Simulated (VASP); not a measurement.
# Cu (I4/mmm) in VASP: further runs

Cu is run at these levels: PBEsol-based screened hybrid with 25 % exact exchange, PBE0, PBEsol-based global hybrid with 25 % exact exchange; tasks: single point.

All numbers are computed with VASP 6.6.1; they aren't measurements. Logs are shortened: lines on timing, memory, paths and dates and some standing lists are left out, and cuts for length are marked.

**1. The cell of the first run**

The structure is tetragonal, space group I4/mmm (No. 139). Conventional cell: a = 2.981 Å, b = 2.981 Å, c = 2.597 Å, α = 90.00°, β = 90.00°, γ = 90.00°. Cu (site symmetry 4/mmm) has 14 Cu at 2.48 to 2.98 Å within 3.3 Å.

**2. Single point, PBEsol-based screened hybrid with 25 % exact exchange**

Contents of POSCAR:

```
Cu
1.0
   -1.4907376305      1.4907376305      1.2983982485
    1.4907376305     -1.4907376305      1.2983982485
    1.4907376305      1.4907376305     -1.2983982485
Cu
1
Direct
    0.0000000000      0.0000000000      0.0000000000
```

Contents of INCAR.step1:

```
PREC = Accurate
ENCUT = 520
EDIFF = 1E-5
ISMEAR = -1
SIGMA = 0.05
LREAL = False
LASPH = True
NELM = 80
ALGO = Normal
ISIF = 2
LWAVE = True
GGA = PE
NBANDS = 12
```

Contents of INCAR.step2:

```
PREC = Accurate
ENCUT = 520
EDIFF = 1E-6
ISMEAR = -1
SIGMA = 0.05
LREAL = False
LASPH = True
NELM = 80
ALGO = Normal
ISIF = 2
LWAVE = False
LCHARG = True
GGA = PS
LHFCALC = True
AEXX = 0.25
HFSCREEN = 0.207
PRECFOCK = Normal
LELF = True
LVHAR = True
ISTART = 1
NBANDS = 12
```

Contents of KPOINTS:

```
regular mesh
0
Gamma
  7 7 7
```

Potentials or basis: VASP PAW PBE potentials, release 64 (Cu).

Started as:

```
cat potpaw_PBE.64/Cu/POTCAR > POTCAR
cp INCAR.step1 INCAR
mpirun -np 1 vasp_std > vasp.out
cp INCAR.step2 INCAR
mpirun -np 1 vasp_std > vasp.out
```

OUTCAR:

```text
PREC = Accurate
   ENCUT = 520
   EDIFF = 1E-6
   ISMEAR = -1
   LREAL = False
   LASPH = True
   NELM = 80
   ISIF = 2
   GGA = PS
   LHFCALC = True
   AEXX = 0.25
   HFSCREEN = 0.207
   PRECFOCK = Normal
   ISTART = 1

 ion  position               nearest neighbor table
   1  0.000  0.000  0.000-

  LATTYP: Found a body centered tetragonal cell.
 ALAT       =     2.9814752610
 C/A-ratio  =     0.8709770398

  Lattice vectors:

 A1 = (  -1.4907376305,   1.4907376305,   1.2983982485)
 A2 = (   1.4907376305,  -1.4907376305,   1.2983982485)
 A3 = (   1.4907376305,   1.4907376305,  -1.2983982485)

Analysis of symmetry for initial positions (statically):
=====================================================================
 Subroutine PRICEL returns:
 Original cell was already a primitive cell.

 Routine SETGRP: Setting up the symmetry group for a
 body centered tetragonal supercell.

 Subroutine GETGRP returns: Found 16 space group operations
 (whereof 16 operations were pure point group operations)
 out of a pool of 16 trial point group operations.

The static configuration has the point symmetry D_4h.

Analysis of symmetry for dynamics (positions and initial velocities):
=====================================================================
 Subroutine PRICEL returns:
 Original cell was already a primitive cell.

 Routine SETGRP: Setting up the symmetry group for a
 body centered tetragonal supercell.

 Subroutine GETGRP returns: Found 16 space group operations
 (whereof 16 operations were pure point group operations)
 out of a pool of 16 trial point group operations.

The dynamic configuration has the point symmetry D_4h.

 Subroutine INISYM returns: Found 16 space group operations
 (whereof 16 operations are pure point group operations),
 and found     1 'primitive' translations

----------------------------------------------------------------------------------------

                                     Primitive cell

  volume of cell :      11.5417

  direct lattice vectors                    reciprocal lattice vectors
    -1.490737630  1.490737630  1.298398249     0.000000000  0.335404426  0.385089860
     1.490737630 -1.490737630  1.298398249     0.335404426  0.000000000  0.385089860
     1.490737630  1.490737630 -1.298398249     0.335404426  0.335404426  0.000000000

  length of vectors
     2.475971603  2.475971603  2.475971603     0.510676345  0.510676345  0.474333489

  position of ions in fractional coordinates (direct lattice)
     0.000000000  0.000000000  0.000000000

  ion indices of the primitive-cell ions
   primitive index   ion index
                 1           1

----------------------------------------------------------------------------------------

 KPOINTS: regular mesh

Automatic generation of k-mesh.
 Grid dimensions read from file:
 generate k-points for:    7    7    7

 Generating k-lattice:

  Cartesian coordinates                     Fractional coordinates (reciprocal lattice)
     0.000000000  0.047914918  0.055012837     0.142857143  0.000000000  0.000000000
     0.047914918  0.000000000  0.055012837     0.000000000  0.142857143  0.000000000
     0.047914918  0.047914918  0.000000000     0.000000000  0.000000000  0.142857143

  Length of vectors
     0.072953764  0.072953764  0.067761927

  Shift w.r.t. Gamma in fractional coordinates (k-lattice)
     0.000000000  0.000000000  0.000000000

 Subroutine IBZKPT returns following result:
 ===========================================

 Found     40 irreducible k-points:

 Following reciprocal coordinates:
            Coordinates               Weight
  0.000000  0.000000  0.000000      1.000000
  0.142857  0.000000  0.000000      8.000000
  0.285714  0.000000  0.000000      8.000000
  0.428571 -0.000000  0.000000      8.000000
  0.142857  0.142857  0.000000      8.000000
  0.285714  0.142857  0.000000     16.000000
[... 16 lines left out ...]
 -0.142857  0.285714  0.142857      8.000000
 -0.428571  0.428571  0.142857      8.000000
 [... further k-points ...]
   k-points           NKPTS =     40   k-points in BZ     NKDIM =    343   number of bands    NBANDS=     12
   number of dos      NEDOS =    301   number of ions     NIONS =      1
   total plane-waves  NPLWV =   5832
   dimension x,y,z NGX =    18 NGY =   18 NGZ =   18
   dimension x,y,z NGXF=    36 NGYF=   36 NGZF=   36
   ions per type =               1
   NGX,Y,Z   is equivalent  to a cutoff of  12.09, 12.09, 12.09 a.u.
   NGXF,Y,Z  is equivalent  to a cutoff of  24.17, 24.17, 24.17 a.u.
 SYSTEM =  unknown system
   PREC   = accura    normal or accurate (medium, high low for compatibility)
   ISTART =      1    job   : 0-new  1-cont  2-samecut
   ICHARG =      0    charge: 1-file 2-atom 10-const
   ISPIN  =      1    spin polarized calculation?
   LNONCOLLINEAR =      F non collinear calculations
   LSORBIT =      F    spin-orbit coupling
   LASPH  =      T    aspherical Exc in radial PAW
   ENCUT  =  520.0 eV  38.22 Ry    6.18 a.u.   4.60  4.60  4.60*2*pi/ulx,y,z
   NELM   =     80;   NELMIN=  2; NELMDL=  0     # of ELM steps
   EDIFF  = 0.1E-05   stopping-criterion for ELM
   LREAL  =      F    real-space projection
   EDIFFG = 0.1E-04   stopping-criterion for IOM
   NSW    =      0    number of steps for IOM
   IBRION =     -1    ionic relax: 0-MD 1-quasi-New 2-CG
   NFREE  =      0    steps in history (QN), initial steepest desc. (CG)
   ISIF   =      2    stress and relaxation
   ISYM   =      3    0-nonsym 1-usesym 2-fastsym
   POTIM  = 0.5000    time-step for ionic-motion
   TEBEG  =    0.0;   TEEND  =   0.0 temperature during run
   PSTRESS=    0.0 pullay stress
   NELECT =      11.0000    total number of electrons
   NUPDOWN=      -1.0000    fix difference up-down
   EMIN   =  10.00;   EMAX   =-10.00  energy-range for DOS
   EFERMI =   0.00;   METHOD = LEGACY
   ISMEAR =    -1;   SIGMA  =   0.05  broadening in eV -4-tet -1-fermi 0-gaus
   EFERMI_NEDOS =   21; number of points for ismear=-14 and -15
   IALGO  =     38    algorithm
   IMIX   =      1    mixing-type and parameters
     AMIX     =   0.40;   BMIX     =  1.00
     AMIX_MAG =   1.60;   BMIX_MAG =  1.00
  volume/ion in A,a.u.               =      11.54        77.89
  Fermi-wavevector in a.u.,A,eV,Ry     =   1.611074  3.044489 35.314750  2.595561
  Thomas-Fermi vector in A             =   2.706523
   LORBIT       =      0    0 simple, 1 ext, 2 COOP (PROOUT), +10 PAW based schemes
   GGA     = PS    functional components
   LHFCALC =     T    Hartree Fock is set to
   PRECFOCK=normal    Normal, Fast or Accurate (Low or Medium for compatibility)
   ENCUT4O =  -1.0   cutoff for four orbital integrals eV
   NKREDX  =     1    reduce k-point grid by
   NKREDY  =     1    reduce k-point grid by
   NKREDZ  =     1    reduce k-point grid by
   AEXX    =    0.2500 exact exchange contribution
   HFSCREEN=    0.2070 screening length (either q_TF or 0.3 A-1)
   HFSCREENC=   0.2070 screening length for correlation (either q_TF or 0.3 A-1)
   ENCUTFOCK=  -1.0 apply spherical cutoff to Coloumb kernel
   IVDW    =     0    specifies the selected vdW correction
   LEPSILON=     F    determine dielectric tensor
   LRPA    =     F    only Hartree local field effects (RPA)
 non-spin polarized calculation
  energy-cutoff  :      520.00
  volume of cell :       11.54
 maximum number of plane-waves:       322
  NGX = 14; NGY = 14; NGZ = 14

 number of electron      11.0000014 magnetization

 Free energy of the ion-electron system (eV)
  ---------------------------------------------------
  ext. energy  EPLUGINS =         0.00000000
  ---------------------------------------------------
  free energy    TOTEN  =        -4.06198099 eV

  energy without entropy =       -4.05907780  energy(sigma->0) =       -4.06052940

 E-fermi :   6.8881     XC(G=0): -10.5480

 val. band max:        6.8030087697   @ k =  -0.2857   0.4286   0.1429
 cond. band min:       7.4477462064   @ k =  -0.1429   0.4286   0.1429
 fundamental gap:      0.6447374367
 Fermi energy:         6.8881038870

 k-point     1 :       0.0000    0.0000    0.0000
  band No.  band energies     occupation
      1      -3.0783      2.00000
      2       2.5158      2.00000
      3       3.1183      2.00000
      4       3.1183      2.00000
      5       3.5189      2.00000
      6       4.1517      2.00000
      7      32.1509      0.00000
      8      32.1509      0.00000
      9      36.4688      0.00000
     10      36.5671      0.00000
     11      36.8687      0.00000
     12      38.4630      0.00000

 k-point     2 :       0.1429    0.0000    0.0000
  band No.  band energies     occupation
      1      -2.1418      2.00000
      2       2.5468      2.00000
      3       3.0345      2.00000
      4       3.2402      2.00000
      5       3.6517      2.00000
      6       4.0364      2.00000
      7      29.4532      0.00000
      8      30.5094      0.00000
      9      30.8908      0.00000
     10      34.1027      0.00000
     11      35.5816      0.00000
     12      37.7898      0.00000

 k-point     3 :       0.2857    0.0000    0.0000
  band No.  band energies     occupation
      1       0.1126      2.00000
      2       2.2253      2.00000
      3       3.2058      2.00000
      4       3.9024      2.00000
      5       3.9997      2.00000
      6       4.0723      2.00000
      7      21.7495      0.00000
      8      27.5025      0.00000
      9      27.9677      0.00000
     10      30.9748      0.00000
     11      33.5284      0.00000
     12      39.8936      0.00000
[... 286 lines left out ...]
 k-point    23 :      -0.1429    0.2857    0.1429
  band No.  band energies     occupation
      1       0.4686      2.00000
      2       2.6141      2.00000
      3       2.6490      2.00000
      4       3.6906      2.00000
      5       4.0212      2.00000
      6       4.5114      2.00000
      7      23.4000      0.00000
      8      23.5689      0.00000
      9      25.2452      0.00000
     10      35.0882      0.00000
     11      36.7337      0.00000
     12      39.2326      0.00000

 k-point    24 :      -0.4286    0.4286    0.1429
  band No.  band energies     occupation
      1       1.2059      2.00000
      2       2.7591      2.00000
      3       2.9579      2.00000
      4       3.3884      2.00000
      5       4.7011      2.00000
      6       6.7926      1.74185
      7      13.4112      0.00000
      8      26.9694      0.00000
      9      28.3828      0.00000
     10      32.2461      0.00000
     11      37.1025      0.00000
     12      37.4861      0.00000

 [... further k-points ...]

------------------------ aborting loop because EDIFF is reached ----------------------------------------

  FORCE on cell =-STRESS in cart. coord.  units (eV):
  Direction    XX          YY          ZZ          XY          YZ          ZX
  --------------------------------------------------------------------------------------
  -------------------------------------------------------------------------------------
  Total        0.0079509      0.0079509      0.0127085      0.0000000      0.0000000      0.0000000
  in kB        1.1037089      1.1037089      1.7641523      0.0000000      0.0000000      0.0000000
  external PRESSURE =       1.3238567 kB  Pullay stress =       0.0000000 kB

 VOLUME and BASIS-vectors are now :
 -----------------------------------------------------------------------------
  energy-cutoff  :      520.00
  volume of cell :       11.54
      direct lattice vectors                 reciprocal lattice vectors
    -1.490737630  1.490737630  1.298398249     0.000000000  0.335404426  0.385089860
     1.490737630 -1.490737630  1.298398249     0.335404426  0.000000000  0.385089860
     1.490737630  1.490737630 -1.298398249     0.335404426  0.335404426  0.000000000

 POSITION                                       TOTAL-FORCE (eV/Angst)
 -----------------------------------------------------------------------------------
      0.00000      0.00000      0.00000        -0.000000      0.000000      0.000000
 -----------------------------------------------------------------------------------
    total drift:                               -0.000006      0.000004      0.000002

  FREE ENERGIE OF THE ION-ELECTRON SYSTEM (eV)
  ---------------------------------------------------
  free  energy   TOTEN  =        -4.0619809945 eV

  energy  without entropy=       -4.0590777990  energy(sigma->0) =       -4.06052940
```

Wall time 28 min (1 thread of Oxide Virtual Turin-like, shared host); peak memory 0.19 GiB.

Results:

* Free energy: -4.0620 eV
* Pressure: 0.1 GPa
* Band gap on the k mesh: zero (an odd number of electrons rules out a gap without spin polarisation)

Caveat: the k points lie up to 0.46 Å⁻¹ apart, too coarse for converged energies and pressures of a metal; the PAW data sets were made with another functional, which shifts forces and pressure a little.

**3. Single point, PBE0**

This run uses another cell than the first one, of 12.04 Å³/atom.

Contents of POSCAR:

```
Cu
1.0
   -1.5104780208      1.5104780208      1.3195950312
    1.5104780208     -1.5104780208      1.3195950312
    1.5104780208      1.5104780208     -1.3195950312
Cu
1
Direct
    0.0000000000      0.0000000000      0.0000000000
```

Contents of INCAR.step1:

```
SYSTEM = Cu
ALGO = Normal
EDIFF = 1E-5
ENCUT = 520
GGA = PE
ISIF = 2
ISMEAR = -1
LASPH = .True.
LCHARG = .False.
LREAL = .False.
LWAVE = .True.
NBANDS = 12
NELM = 80
PREC = Accurate
SIGMA = 0.05
```

Contents of INCAR.step2:

```
SYSTEM = Cu
AEXX = 0.25
ALGO = Normal
EDIFF = 1E-6
ENCUT = 520
GGA = PE
ISIF = 2
ISMEAR = -1
ISTART = 1
LASPH = .True.
LCHARG = .False.
LHFCALC = .True.
LREAL = .False.
LWAVE = .False.
NBANDS = 12
NELM = 80
PREC = Accurate
PRECFOCK = Normal
SIGMA = 0.05
```

Contents of KPOINTS:

```
k-points
0
Gamma
  7 7 7
  0 0 0
```

Potentials or basis: VASP PAW PBE potentials, release 64 (Cu).

Started as:

```
cat potpaw_PBE.64/Cu/POTCAR > POTCAR
cp INCAR.step1 INCAR
mpirun -np 1 vasp_std > vasp.out
cp INCAR.step2 INCAR
mpirun -np 1 vasp_std > vasp.out
```

Wall time 37 min (1 thread of Oxide Virtual Turin-like, shared host); peak memory 0.1 GiB.

The run converged. Its results:

| Item | Value |
| --- | --- |
| Free energy | -3.8771 eV |
| Pressure | -0.2 GPa |
| Band gap on the k mesh | zero (an odd number of electrons rules out a gap without spin polarisation) |

Stress tensor (GPa, compression positive):
```
-0.24  0.00  0.00
 0.00 -0.24  0.00
 0.00  0.00 -0.15
```

Levels at points of the mesh, in eV from the Fermi level:
```csv
k point,band 3,band 4,band 5,band 6,band 7,band 8,band 9,band 10
"(0.00, 0.00, 0.00)",-3.98,-3.98,-3.59,-3.02,25.29,25.29,29.41,29.54
```

Caveat: the k points lie up to 0.45 Å⁻¹ apart, too coarse for converged energies and pressures of a metal; the PAW data sets were made with another functional, which shifts forces and pressure a little.

(Continued in part 2 of 2.)

The gap in the log of VASP goes by the Fermi energy; the results here count the filled bands.